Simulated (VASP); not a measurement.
Runs of VASP 6.6.1 on Ge. The structure is that of space group P6_3/mmc (No. 194), or close to it. The cells are those of the table. This isn't the form of Ge at room conditions, which is diamond.

| task | cell | gap on the mesh (eV) | pressure (GPa) | largest force (eV/Å) |
| --- | --- | --- | --- | --- |
| single point | a = 3.918, b = 3.918, c = 6.599 Å, angles 90.0, 90.0, 120.0°, 4 atoms | - | 2.9 | 0.22 |
| single point | a = 4.050, b = 4.050, c = 6.686 Å, angles 90.0, 90.0, 120.0°, 4 atoms | none | (a) | 0.01 |
| single point | a = 4.038, b = 4.038, c = 6.599 Å, angles 90.0, 90.0, 120.0°, 4 atoms | none | -1.4 | 0.09 |
| electric field gradients | a = 3.944, b = 3.944, c = 6.510 Å, angles 90.0, 90.0, 120.0°, 4 atoms | none | 2.9 | 0.01 |
| single point | a = 4.076, b = 4.076, c = 6.729 Å, angles 90.0, 90.0, 120.0°, 4 atoms | none | -3.6 | 0.02 |
| electric field gradients | a = 3.916, b = 3.916, c = 6.465 Å, angles 90.0, 90.0, 120.0°, 4 atoms | none | 4.7 | 0.02 |
| single point | a = 3.998, b = 3.998, c = 6.599 Å, angles 90.0, 90.0, 120.0°, 4 atoms | none | -0.2 | - |
| single point | a = 4.011, b = 4.011, c = 6.621 Å, angles 90.0, 90.0, 120.0°, 4 atoms | none | (b) | - |

Alike in all rows: level PBEsol; potentials or basis VASP PAW PBE potentials, release 64 (Ge_d); no spin polarisation; k mesh 11 × 11 × 6; cutoff (eV) 520; smearing fermi-dirac 0.05 eV.

**Question.** Estimate the missing entries.

**Answer.** (a) -2.5; (b) -0.8.

Caveats: the PAW data sets were made with another functional, which shifts forces and pressure a little; semilocal functionals underestimate gaps, so a narrow gap can read as zero (at least some runs); the cell stands under tension (at least some runs); the cell stands under pressure (at least some runs).

A k mesh can miss the band edges, and the runs leave out spin-orbit coupling on Ge.

A gap of «none» marks levels without a gap at the run's occupations.
